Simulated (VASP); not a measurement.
# SrCl2 (Fm-3m) in VASP: further runs, part 3 of 3

VASP 6.6.1.

**5. Relaxation of cell and atoms, PBEsol**

This run uses another cell than the first one, of 28.30 Å³/atom, 1.049 times its volume.

File INCAR:

```
SYSTEM = SrCl2
PREC = Accurate
ENCUT = 600
EDIFF = 1E-6
ISMEAR = -1
SIGMA = 0.05
LREAL = .False.
LASPH = .True.
NELM = 60
ALGO = Normal
ISIF = 3
LWAVE = .False.
LCHARG = .False.
GGA = PS
IBRION = 2
NSW = 60
EDIFFG = -0.01
```

File KPOINTS:

```
regular mesh
0
Gamma
  7 7 7
  0 0 0
```

File POSCAR:

```
SrCl2
1.0
    0.0000000000      3.4883500000      3.4883500000
    3.4883500000      0.0000000000      3.4883500000
    3.4883500000      3.4883500000      0.0000000000
Sr Cl
1 2
Direct
    0.0000000000      0.0000000000      0.0000000000
    0.7500000000      0.7500000000      0.7500000000
    0.2500000000      0.2500000000      0.2500000000
```

Potentials or basis: VASP PAW PBE potentials, release 64 (Sr_sv, Cl).

Launch:

```
$ cat potpaw_PBE.64/Sr_sv/POTCAR potpaw_PBE.64/Cl/POTCAR > POTCAR
$ mpirun -np 1 vasp_std > vasp.out
```

OUTCAR:

```text
SYSTEM = SrCl2
   PREC = Accurate
   ENCUT = 600
   EDIFF = 1E-6
   ISMEAR = -1
   LREAL = .False.
   LASPH = .True.
   NELM = 60
   ISIF = 3
   GGA = PS
   IBRION = 2
   NSW = 60
   EDIFFG = -0.01

 ion  position               nearest neighbor table
   1  0.000  0.000  0.000-   2 3.02   2 3.02   2 3.02   2 3.02   3 3.02   3 3.02   3 3.02   3 3.02

   2  0.750  0.750  0.750-   1 3.02   1 3.02   1 3.02   1 3.02
   3  0.250  0.250  0.250-   1 3.02   1 3.02   1 3.02   1 3.02

  LATTYP: Found a face centered cubic cell.
 ALAT       =     6.9767000000

  Lattice vectors:

 A1 = (   0.0000000000,   3.4883500000,   3.4883500000)
 A2 = (   3.4883500000,   0.0000000000,   3.4883500000)
 A3 = (   3.4883500000,   3.4883500000,   0.0000000000)

Analysis of symmetry for initial positions (statically):
=====================================================================
 Subroutine PRICEL returns:
 Original cell was already a primitive cell.

 Routine SETGRP: Setting up the symmetry group for a
 face centered cubic supercell.

 Subroutine GETGRP returns: Found 48 space group operations
 (whereof 48 operations were pure point group operations)
 out of a pool of 48 trial point group operations.

The static configuration has the point symmetry O_h .

Analysis of symmetry for dynamics (positions and initial velocities):
=====================================================================
 Subroutine PRICEL returns:
 Original cell was already a primitive cell.

 Routine SETGRP: Setting up the symmetry group for a
 face centered cubic supercell.

 Subroutine GETGRP returns: Found 48 space group operations
 (whereof 48 operations were pure point group operations)
 out of a pool of 48 trial point group operations.

The dynamic configuration has the point symmetry O_h .

 Subroutine INISYM returns: Found 48 space group operations
 (whereof 48 operations are pure point group operations),
 and found     1 'primitive' translations

----------------------------------------------------------------------------------------

                                     Primitive cell

  volume of cell :      84.8966

  direct lattice vectors                    reciprocal lattice vectors
     0.000000000  3.488350000  3.488350000    -0.143334241  0.143334241  0.143334241
     3.488350000  0.000000000  3.488350000     0.143334241 -0.143334241  0.143334241
     3.488350000  3.488350000  0.000000000     0.143334241  0.143334241 -0.143334241

  length of vectors
     4.933271880  4.933271880  4.933271880     0.248262188  0.248262188  0.248262188

  position of ions in fractional coordinates (direct lattice)
     0.000000000  0.000000000  0.000000000
     0.750000000  0.750000000  0.750000000
     0.250000000  0.250000000  0.250000000

  ion indices of the primitive-cell ions
   primitive index   ion index
                 1           1
                 2           2
                 3           3

----------------------------------------------------------------------------------------

 KPOINTS: regular mesh

Automatic generation of k-mesh.
 Grid dimensions read from file:
 generate k-points for:    7    7    7

 Generating k-lattice:

  Cartesian coordinates                     Fractional coordinates (reciprocal lattice)
    -0.020476320  0.020476320  0.020476320     0.142857143  0.000000000  0.000000000
     0.020476320 -0.020476320  0.020476320     0.000000000  0.142857143  0.000000000
     0.020476320  0.020476320 -0.020476320     0.000000000  0.000000000  0.142857143

  Length of vectors
     0.035466027  0.035466027  0.035466027

  Shift w.r.t. Gamma in fractional coordinates (k-lattice)
     0.000000000  0.000000000  0.000000000

 Subroutine IBZKPT returns following result:
 ===========================================

 Found     20 irreducible k-points:

 Following reciprocal coordinates:
            Coordinates               Weight
  0.000000  0.000000  0.000000      1.000000
  0.142857  0.000000  0.000000      8.000000
  0.285714  0.000000  0.000000      8.000000
  0.428571  0.000000  0.000000      8.000000
  0.142857  0.142857  0.000000      6.000000
  0.285714  0.142857  0.000000     24.000000
[... 12 lines left out ...]
 -0.428571  0.428571  0.142857     24.000000
 -0.285714  0.428571  0.142857     24.000000
   k-points           NKPTS =     20   k-points in BZ     NKDIM =     20   number of bands    NBANDS=     16
   number of dos      NEDOS =    301   number of ions     NIONS =      3
   total plane-waves  NPLWV =  64000
   dimension x,y,z NGX =    40 NGY =   40 NGZ =   40
   dimension x,y,z NGXF=    80 NGYF=   80 NGZF=   80
   ions per type =               1   2
   NGX,Y,Z   is equivalent  to a cutoff of  13.48, 13.48, 13.48 a.u.
   NGXF,Y,Z  is equivalent  to a cutoff of  26.96, 26.96, 26.96 a.u.
 SYSTEM =  SrCl2
   PREC   = accura    normal or accurate (medium, high low for compatibility)
   ISTART =      0    job   : 0-new  1-cont  2-samecut
   ICHARG =      2    charge: 1-file 2-atom 10-const
   ISPIN  =      1    spin polarized calculation?
   LNONCOLLINEAR =      F non collinear calculations
   LSORBIT =      F    spin-orbit coupling
   LASPH  =      T    aspherical Exc in radial PAW
   ENCUT  =  600.0 eV  44.10 Ry    6.64 a.u.   9.85  9.85  9.85*2*pi/ulx,y,z
   NELM   =     60;   NELMIN=  2; NELMDL= -5     # of ELM steps
   EDIFF  = 0.1E-05   stopping-criterion for ELM
   LREAL  =      F    real-space projection
   EDIFFG = -.1E-01   stopping-criterion for IOM
   NSW    =     60    number of steps for IOM
   IBRION =      2    ionic relax: 0-MD 1-quasi-New 2-CG
   NFREE  =      1    steps in history (QN), initial steepest desc. (CG)
   ISIF   =      3    stress and relaxation
   ISYM   =      2    0-nonsym 1-usesym 2-fastsym
   POTIM  = 0.5000    time-step for ionic-motion
   TEBEG  =    0.0;   TEEND  =   0.0 temperature during run
   PSTRESS=    0.0 pullay stress
   NELECT =      24.0000    total number of electrons
   NUPDOWN=      -1.0000    fix difference up-down
   EMIN   =  10.00;   EMAX   =-10.00  energy-range for DOS
   EFERMI =   0.00;   METHOD = LEGACY
   ISMEAR =    -1;   SIGMA  =   0.05  broadening in eV -4-tet -1-fermi 0-gaus
   EFERMI_NEDOS =   21; number of points for ismear=-14 and -15
   IALGO  =     38    algorithm
   IMIX   =      4    mixing-type and parameters
     AMIX     =   0.40;   BMIX     =  1.00
     AMIX_MAG =   1.60;   BMIX_MAG =  1.00
  volume/ion in A,a.u.               =      28.30       190.97
  Fermi-wavevector in a.u.,A,eV,Ry     =   1.074439  2.030396 15.706833  1.154420
  Thomas-Fermi vector in A             =   2.210267
   LORBIT       =      0    0 simple, 1 ext, 2 COOP (PROOUT), +10 PAW based schemes
   GGA     = PS    functional components
   LHFCALC =     F    Hartree Fock is set to
   AEXX    =    0.0000 exact exchange contribution
   IVDW    =     0    specifies the selected vdW correction
   LEPSILON=     F    determine dielectric tensor
   LRPA    =     F    only Hartree local field effects (RPA)
 conjugate gradient relaxation of ions
 non-spin polarized calculation
  energy-cutoff  :      600.00
  volume of cell :       84.90
 maximum number of plane-waves:      2851
   NGX = 19   NGY = 19   NGZ = 19

--------------------------------------- Ionic step        1  -------------------------------------------

 number of electron      24.0000003 magnetization

 Free energy of the ion-electron system (eV)
  ---------------------------------------------------
  ext. energy  EPLUGINS =         0.00000000
  ---------------------------------------------------
  free energy    TOTEN  =       -13.33701625 eV

  energy without entropy =      -13.33701625  energy(sigma->0) =      -13.33701625

------------------------ aborting loop because EDIFF is reached ----------------------------------------

  FORCE on cell =-STRESS in cart. coord.  units (eV):
  Direction    XX          YY          ZZ          XY          YZ          ZX
  --------------------------------------------------------------------------------------
  -------------------------------------------------------------------------------------
  Total       -0.4795627     -0.4795627     -0.4795627      0.0000000      0.0000000      0.0000000
  in kB       -9.0503603     -9.0503603     -9.0503603      0.0000000      0.0000000      0.0000000
  external PRESSURE =      -9.0503603 kB  Pullay stress =       0.0000000 kB
[... 59 lines left out ...]
  energy  without entropy=      -13.3430319702  energy(sigma->0) =      -13.34303197

--------------------------------------- Ionic step        3  -------------------------------------------

 number of electron      24.0000003 magnetization

 Free energy of the ion-electron system (eV)
  ---------------------------------------------------
  ext. energy  EPLUGINS =         0.00000000
  ---------------------------------------------------
  free energy    TOTEN  =       -13.34306473 eV

  energy without entropy =      -13.34306473  energy(sigma->0) =      -13.34306473

 E-fermi :   1.3259     XC(G=0):  -8.6027

 val. band max:        0.2128034450   @ k =  -0.4286   0.4286   0.0000
 cond. band min:       5.4758892999   @ k =   0.0000   0.0000   0.0000
 fundamental gap:      5.2630858550
 Fermi energy:         1.3259128827

 k-point     1 :       0.0000    0.0000    0.0000
  band No.  band energies     occupation
      1     -32.4705      2.00000
      2     -14.4987      2.00000
      3     -14.4987      2.00000
      4     -14.4987      2.00000
      5     -13.1268      2.00000
      6     -12.2057      2.00000
[... 8 lines left out ...]
     15       6.2097      0.00000
     16       9.1671      0.00000
[... 389 lines left out ...]
  FREE ENERGIE OF THE ION-ELECTRON SYSTEM (eV)
  ---------------------------------------------------
  free  energy   TOTEN  =       -13.3430647252 eV

  energy  without entropy=      -13.3430647252  energy(sigma->0) =      -13.34306473

 reached required accuracy - stopping structural energy minimisation
```

OSZICAR:

```text
N       E                     dE             d eps       ncg     rms          rms(c)
DAV:   1     0.158553680110E+03    0.15855E+03   -0.12342E+04   640   0.150E+03
DAV:   2    -0.331664730484E+01   -0.16187E+03   -0.15847E+03   856   0.259E+02
DAV:   3    -0.131837142765E+02   -0.98671E+01   -0.98587E+01   848   0.678E+01
[... 25 lines left out ...]
DAV:   2    -0.133431389027E+02    0.40891E-03   -0.98497E-04   792   0.207E-01    0.537E-02
DAV:   3    -0.133430549793E+02    0.83923E-04   -0.25655E-04  1128   0.998E-02    0.443E-02
DAV:   4    -0.133430587491E+02   -0.37698E-05   -0.16691E-05  1160   0.241E-02    0.296E-02
DAV:   5    -0.133430646999E+02   -0.59507E-05   -0.11657E-05  1104   0.178E-02    0.413E-03
DAV:   6    -0.133430647252E+02   -0.25366E-07   -0.40053E-07   488   0.515E-03
   3 F= -.13343065E+02 E0= -.13343065E+02  d E =-.604848E-02
```

Wall time 62 s (1 thread of Intel Xeon Platinum 8375C at 2.90GHz (Ice Lake), shared host); peak memory 0.25 GiB.

What came out:

```
Free energy                            : -13.3431 eV
Relaxed volume                         : 27.60 Å³/atom
Relaxed cell                           : a = 4.892 Å, b = 4.892 Å, c = 4.892 Å, α = 60.00°, β = 60.00°, γ = 60.00°
Space group after relaxing (to 0.05 Å) : Fm-3m (No. 225)
Energy gained by relaxing              : 2.0 meV/atom
Ionic steps                            : 3
Pressure after relaxing                : 0.0 GPa
Band gap on the k mesh                 : 5.26 eV, indirect (least direct gap 5.56 eV)
```

Step by step:
| step | energy change (eV) | largest force (eV/Å) | pressure (GPa) | volume (Å³) |
| --- | --- | --- | --- | --- |
| 1 | 0.0000 | 0.0000 | -0.91 | 84.90 |
| 2 | -0.0060 | 0.0000 | -0.07 | 82.95 |
| 3 | -0.0060 | 0.0000 | 0.00 | 82.80 |

Final structure:
```cif
data_structure
_symmetry_space_group_name_H-M 'P 1'
_symmetry_Int_Tables_number 1
_cell_length_a 4.8922
_cell_length_b 4.8922
_cell_length_c 4.8922
_cell_angle_alpha 60.000
_cell_angle_beta 60.000
_cell_angle_gamma 60.000
_cell_volume 82.80
loop_
_atom_site_label
_atom_site_type_symbol
_atom_site_fract_x
_atom_site_fract_y
_atom_site_fract_z
_atom_site_occupancy
Sr1 Sr 0.00000 0.00000 0.00000 1
Cl1 Cl 0.75000 0.75000 0.75000 1
Cl2 Cl 0.25000 0.25000 0.25000 1
```

Levels at points of the mesh, in eV from the valence-band top:
```tsv
k point	band 9	band 10	band 11	band 12	band 13	band 14	band 15	band 16
(0.00, 0.00, 0.00)	-2.22	-0.32	-0.32	-0.32	5.26	6.00	6.00	8.95
```

Caveat: the PAW data sets were made with another functional, which shifts forces and pressure a little. As with any semilocal functional, this PBEsol gap is likely too small.

**6. Overview**

| task | level | cell | cutoff (eV) | gap on the mesh (eV) | pressure (GPa) |
| --- | --- | --- | --- | --- | --- |
| single point | PBEsol+D4 | a = 4.855 Å, angles 60.0°, 3 atoms | 520 | 5.35 | 0.2 |
| single point | PBEsol | a = 4.887 Å, angles 60.0°, 3 atoms | 520 | 5.28 | 0.1 |
| single point | PBEsol+D3(BJ) | a = 4.933 Å, angles 60.0°, 3 atoms | 520 | 5.17 | -2.2 |
| relaxation of cell and atoms | PBEsol | relaxed from a = 4.933 Å, angles 60.0°, 3 atoms | 600 | 5.26 | 0.0 |

Alike in all rows: potentials or basis VASP PAW PBE potentials, release 64 (Sr_sv, Cl); no spin polarisation; k mesh 7 × 7 × 7; smearing fermi-dirac 0.05 eV.

Caveats: the PAW data sets were made with another functional, which shifts forces and pressure a little; three body term missing (some runs).

Absolute energies hang on the potentials; compare differences alone.
